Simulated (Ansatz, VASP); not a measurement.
**BaTiO3 in VASP and in Ansatz**

INCAR

```
SYSTEM = BaTiO3
PREC = Accurate
ENCUT = 520
EDIFF = 1E-6
ISMEAR = 0
SIGMA = 0.05
LREAL = .False.
LASPH = .True.
NELM = 150
ALGO = Normal
ISIF = 2
LWAVE = .False.
LCHARG = .False.
LMAXMIX = 4
LDAU = .True.
LDAUTYPE = 2
LDAUL = -1 2 -1
LDAUU = 0 4 0
LDAUJ = 0 0 0
LDAUPRINT = 1
GGA = PE
NBANDS = 28
```

The input KPOINTS:

```
Automatic mesh
0
Gamma
  8 8 8
  0 0 0
```

Contents of POSCAR:

```
BaTiO3
1.0
    3.9615697246      0.0000000000      0.0000000000
    0.0000000000      3.9615697246      0.0000000000
    0.0000000000      0.0000000000      3.9615697246
Ba Ti O
1 1 3
Direct
    0.5003431908      0.5000000000      0.5000000000
    0.0127016912      0.0000000000      0.0000000000
    0.4793489537      0.0000000000      0.0000000000
   -0.0101482944      0.5000000000      0.0000000000
   -0.0101482944      0.0000000000      0.5000000000
```

Input for Ansatz:

```yaml
crystal:
  lattice:
    - [3.9615697246, 0.0, 0.0]
    - [0.0, 3.9615697246, 0.0]
    - [0.0, 0.0, 3.9615697246]
  atoms:
    - { symbol: Ba, position: [0.5003431908, 0.5, 0.5] }
    - { symbol: Ti, position: [0.0127016912, 0.0, 0.0] }
    - { symbol: O, position: [0.4793489537, 0.0, 0.0] }
    - { symbol: O, position: [-0.0101482944, 0.5, 0.0] }
    - { symbol: O, position: [-0.0101482944, 0.0, 0.5] }
basis:
  ecutwfc: 520.0
kpoints:
  mp_grid: { grid: [8, 8, 8] }
hamiltonian:
  xc: pbe
  pseudopotentials: { kind: paw, azcp: { folder: soft_1 } }
  hubbard: { sites: [{ species: Ti, l: d, u_eff: 4.0 }] }
scf:
  occupations: { method: gaussian, width: 0.05 }
output:
  forces: true
  stress: true
  eigenvalues: true
```

Change from the starting cell: mode 1 frozen in at -0.083 Å, equal normal strain along x, y and z -0.0167.

Alike in both runs: task single point; functional PBE; k mesh 8 × 8 × 8; occupations gaussian, width 0.05 eV; no spin polarisation; Hubbard terms Ti d U = 4.0 eV.

|  | VASP | Ansatz |
| --- | --- | --- |
| version | VASP 6.6.1 | Ansatz 0.2.0 |
| potentials or method | VASP PAW PBE potentials, release 64 (Ba_sv, Ti_sv, O), cutoff 520 eV | scalar-relativistic, plane waves, PAW |
| valence electrons in the cell | 40 | 40 |

VASP gave:

- gap on the k mesh at the Fermi level (eV): 2.34
- least direct gap on the mesh (eV): 2.63
- pressure (GPa): 14.6
- traceless stress, the component that is largest in VASP (GPa): 2.21
- rms of the force components (eV/Å): 0.339

Question: What did Ansatz give for the same quantities?

Answer: gap on the k mesh at the Fermi level (eV): 2.41; least direct gap on the mesh (eV): 2.65; pressure (GPa): 10.4; traceless stress, the component that is largest in VASP (GPa): 1.79; rms of the force components (eV/Å): 0.167.

The programs project onto different local orbitals, so the same U acts differently, and such runs can settle in different states. Atom by atom the forces differ by 0.175 eV/Å (rms over components).

Spin-orbit coupling is off throughout.
